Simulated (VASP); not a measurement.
# SrO (Fm-3m) in VASP: relaxation of cell and atoms with HSE06

Aim: the relaxation of cell and atoms of SrO with HSE06.

Everything below comes from runs of VASP 6.6.1. Logs are shortened: lines on timing, memory, paths and dates and some standing lists are left out, and cuts for length are marked.

### Step 1. The cell of the first run

Symmetry: Fm-3m, No. 225, cubic system. The conventional cell has a = 5.160 Å, b = 5.160 Å, c = 5.160 Å, α = 90.00°, β = 90.00°, γ = 90.00°. Sr (site symmetry m-3m) has 6 O at 2.58 Å within 3.4 Å. O (site symmetry m-3m) has 6 Sr at 2.58 Å within 3.4 Å.

### Step 2. Relaxation of cell and atoms, HSE06

File POSCAR:

```
SrO
1.0
    0.0000000000      2.5798923523      2.5798923523
    2.5798923523      0.0000000000      2.5798923523
    2.5798923523      2.5798923523      0.0000000000
Sr O
1 1
Direct
    0.0000000000      0.0000000000      0.0000000000
    0.5000000000      0.5000000000      0.5000000000
```

File INCAR.step1:

```
ALGO     = Normal         # electronic algorithm
EDIFF    = 1E-5           # SCF threshold, eV
ENCUT    = 600            # plane-wave cutoff, eV
GGA      = PE             # functional
ISMEAR   = -1             # smearing method
LASPH    = True           # aspherical terms in the spheres
LCHARG   = False          # write CHGCAR
LREAL    = False          # projectors in reciprocal space
LWAVE    = True           # write WAVECAR
NBANDS   = 15             # bands
NELM     = 100            # most SCF steps
PREC     = Accurate       # precision mode
SIGMA    = 0.02           # smearing width, eV
```

File INCAR.step2:

```
ALGO     = Normal         # electronic algorithm
EDIFF    = 1E-6           # SCF threshold, eV
EDIFFG   = -0.005         # ionic threshold
ENCUT    = 600            # plane-wave cutoff, eV
GGA      = PE             # functional
HFSCREEN = 0.2079         # screening, 1/A
IBRION   = 2              # ionic algorithm
ISIF     = 3              # what is computed and relaxed
ISMEAR   = -1             # smearing method
ISTART   = 1            
LASPH    = True           # aspherical terms in the spheres
LCHARG   = False          # write CHGCAR
LHFCALC  = True           # exact exchange
LREAL    = False          # projectors in reciprocal space
LWAVE    = False          # write WAVECAR
NELM     = 100            # most SCF steps
NSW      = 80             # ionic steps
PREC     = Accurate       # precision mode
PRECFOCK = Normal       
SIGMA    = 0.02           # smearing width, eV
```

File KPOINTS:

```
k-points
0
Gamma
  6 6 6
```

Potentials or basis: VASP PAW PBE potentials, release 64 (Sr_sv, O).

On the command line:

```sh
> cat potpaw_PBE.64/Sr_sv/POTCAR potpaw_PBE.64/O/POTCAR > POTCAR
> cp INCAR.step1 INCAR
> mpirun -np 1 vasp_std > vasp.out
> cp INCAR.step2 INCAR
> mpirun -np 1 vasp_std > vasp.out
```

OUTCAR:

```text
EDIFF = 1E-6
   EDIFFG = -0.005
   ENCUT = 600
   GGA = PE
   HFSCREEN = 0.2079
   IBRION = 2
   ISIF = 3
   ISMEAR = -1
   ISTART = 1
   LASPH = True
   LHFCALC = True
   LREAL = False
   NELM = 100
   NSW = 80
   PREC = Accurate
   PRECFOCK = Normal

 ion  position               nearest neighbor table
   1  0.000  0.000  0.000-   2 2.58   2 2.58   2 2.58   2 2.58   2 2.58   2 2.58
   2  0.500  0.500  0.500-   1 2.58   1 2.58   1 2.58   1 2.58   1 2.58   1 2.58

  LATTYP: Found a face centered cubic cell.
 ALAT       =     5.1597847046

  Lattice vectors:

 A1 = (   0.0000000000,   2.5798923523,   2.5798923523)
 A2 = (   2.5798923523,   0.0000000000,   2.5798923523)
 A3 = (   2.5798923523,   2.5798923523,   0.0000000000)

Analysis of symmetry for initial positions (statically):
=====================================================================
 Subroutine PRICEL returns:
 Original cell was already a primitive cell.

 Routine SETGRP: Setting up the symmetry group for a
 face centered cubic supercell.

 Subroutine GETGRP returns: Found 48 space group operations
 (whereof 48 operations were pure point group operations)
 out of a pool of 48 trial point group operations.

The static configuration has the point symmetry O_h .

Analysis of symmetry for dynamics (positions and initial velocities):
=====================================================================
 Subroutine PRICEL returns:
 Original cell was already a primitive cell.

 Routine SETGRP: Setting up the symmetry group for a
 face centered cubic supercell.

 Subroutine GETGRP returns: Found 48 space group operations
 (whereof 48 operations were pure point group operations)
 out of a pool of 48 trial point group operations.

The dynamic configuration has the point symmetry O_h .

 Subroutine INISYM returns: Found 48 space group operations
 (whereof 48 operations are pure point group operations),
 and found     1 'primitive' translations

----------------------------------------------------------------------------------------

                                     Primitive cell

  volume of cell :      34.3427

[... 147 lines left out ...]

 VOLUME and BASIS-vectors are now :
 -----------------------------------------------------------------------------
  energy-cutoff  :      600.00
  volume of cell :       34.34
      direct lattice vectors                 reciprocal lattice vectors
     0.000000000  2.579892352  2.579892352    -0.193806536  0.193806536  0.193806536
     2.579892352  0.000000000  2.579892352     0.193806536 -0.193806536  0.193806536
     2.579892352  2.579892352  0.000000000     0.193806536  0.193806536 -0.193806536

 POSITION                                       TOTAL-FORCE (eV/Angst)
 -----------------------------------------------------------------------------------
      0.00000      0.00000      0.00000        -0.000000     -0.000000     -0.000000
      2.57989      2.57989      2.57989         0.000000      0.000000      0.000000
 -----------------------------------------------------------------------------------
    total drift:                                0.000000      0.000000      0.000000

  FREE ENERGIE OF THE ION-ELECTRON SYSTEM (eV)
  ---------------------------------------------------
  free  energy   TOTEN  =       -14.1855485649 eV

  energy  without entropy=      -14.1855485649  energy(sigma->0) =      -14.18554856

--------------------------------------- Ionic step        2  -------------------------------------------

 number of electron      15.9999998 magnetization

 Free energy of the ion-electron system (eV)
  ---------------------------------------------------
  ext. energy  EPLUGINS =         0.00000000
  ---------------------------------------------------
  free energy    TOTEN  =       -14.18555791 eV

  energy without entropy =      -14.18555791  energy(sigma->0) =      -14.18555791

 E-fermi :   1.0618     XC(G=0):  -8.2207

 val. band max:        0.5449334470   @ k =   0.0000   0.0000   0.0000
 cond. band min:       5.2906503016   @ k =   0.5000   0.5000   0.0000
 fundamental gap:      4.7457168547
 Fermi energy:         1.0617808148

 k-point     1 :       0.0000    0.0000    0.0000
  band No.  band energies     occupation
      1     -33.8275      2.00000
      2     -16.0029      2.00000
      3     -14.1884      2.00000
      4     -14.1884      2.00000
      5     -14.1884      2.00000
      6       0.5449      2.00000
      7       0.5449      2.00000
      8       0.5449      2.00000
      9       5.9233      0.00000
     10       8.3879      0.00000
     11       8.3879      0.00000
     12       8.3879      0.00000
[... 211 lines left out ...]
 k-point    16 :      -0.3333    0.5000    0.1667
  band No.  band energies     occupation
      1     -33.6445      2.00000
      2     -16.4121      2.00000
      3     -15.0245      2.00000
      4     -14.7212      2.00000
      5     -13.9266      2.00000
      6      -0.3850      2.00000
      7       0.0295      2.00000
      8       0.1882      2.00000
      9       6.7090      0.00000
     10       9.7784      0.00000
     11      10.7087      0.00000
     12      13.4120      0.00000

------------------------ aborting loop because EDIFF is reached ----------------------------------------

  FORCE on cell =-STRESS in cart. coord.  units (eV):
  Direction    XX          YY          ZZ          XY          YZ          ZX
  --------------------------------------------------------------------------------------
  -------------------------------------------------------------------------------------
  Total        0.0051118      0.0051118      0.0051118      0.0000000      0.0000000     -0.0000000
  in kB        0.2381751      0.2381751      0.2381751      0.0000000      0.0000000     -0.0000000
  external PRESSURE =       0.2381751 kB  Pullay stress =       0.0000000 kB

 VOLUME and BASIS-vectors are now :
 -----------------------------------------------------------------------------
  energy-cutoff  :      600.00
  volume of cell :       34.39
      direct lattice vectors                 reciprocal lattice vectors
    -0.000000000  2.580982535  2.580982535    -0.193724674  0.193724674  0.193724674
     2.580982535 -0.000000000  2.580982535     0.193724674 -0.193724674  0.193724674
     2.580982535  2.580982535  0.000000000     0.193724674  0.193724674 -0.193724674

 POSITION                                       TOTAL-FORCE (eV/Angst)
 -----------------------------------------------------------------------------------
      5.16197      5.16197      5.16197        -0.000000     -0.000000     -0.000000
      2.58098      2.58098      2.58098         0.000000      0.000000      0.000000
 -----------------------------------------------------------------------------------
    total drift:                                0.000000      0.000000      0.000000

  FREE ENERGIE OF THE ION-ELECTRON SYSTEM (eV)
  ---------------------------------------------------
  free  energy   TOTEN  =       -14.1855579101 eV

  energy  without entropy=      -14.1855579101  energy(sigma->0) =      -14.18555791

 reached required accuracy - stopping structural energy minimisation
```

OUTCAR.step1:

```text
EDIFF = 1E-5
   ENCUT = 600
   GGA = PE
   ISMEAR = -1
   LASPH = True
[... 498 lines left out ...]
      0.00000      0.00000      0.00000         0.000000      0.000000     -0.000000
      2.57989      2.57989      2.57989        -0.000000     -0.000000      0.000000
 -----------------------------------------------------------------------------------
    total drift:                                0.000000      0.000000      0.000000

  FREE ENERGIE OF THE ION-ELECTRON SYSTEM (eV)
  ---------------------------------------------------
  free  energy   TOTEN  =       -12.0495173191 eV

  energy  without entropy=      -12.0495173191  energy(sigma->0) =      -12.04951732
```

It took 83 min on 1 thread of Oxide Virtual Turin-like, shared host; peak memory 0.27 GiB.

What came out:

| Item | Value |
| --- | --- |
| Free energy | -14.1856 eV |
| Relaxed volume | 17.19 Å³/atom |
| Relaxed cell | a = 3.650 Å, b = 3.650 Å, c = 3.650 Å, α = 60.00°, β = 60.00°, γ = 60.00° |
| Space group after relaxing (to 0.1 Å) | Fm-3m (No. 225) |
| Energy gained by relaxing | 0.0 meV/atom |
| Ionic steps | 2 |
| Pressure after relaxing | 0.0 GPa |
| Band gap on the k mesh | 4.75 eV (least direct gap 4.86 eV) |

Final structure:
```
Sr O
1.0
     0.00000    2.58098    2.58098
     2.58098    0.00000    2.58098
     2.58098    2.58098    0.00000
Sr O
1 1
Cartesian
  5.1620 5.1620 5.1620
  2.5810 2.5810 2.5810
```

Levels at points of the mesh, in eV from the valence-band top:
```
           k point  band 4  band 5  band 6  band 7  band 8  band 9  band 10  band 11  band 12
(0.00, 0.00, 0.00)  -14.73  -14.73    0.00    0.00    0.00    5.38     7.84     7.84     7.84
(0.50, 0.00, 0.00)  -14.81  -13.74   -2.24   -1.17   -1.17    8.19     9.89    10.64    10.64
(0.50, 0.50, 0.00)  -15.11  -15.11   -0.50   -0.11   -0.11    4.75     9.47    11.96    12.05
```

Caveat: the PAW data sets were made with another functional, which shifts forces and pressure a little. A k mesh can miss the band edges.
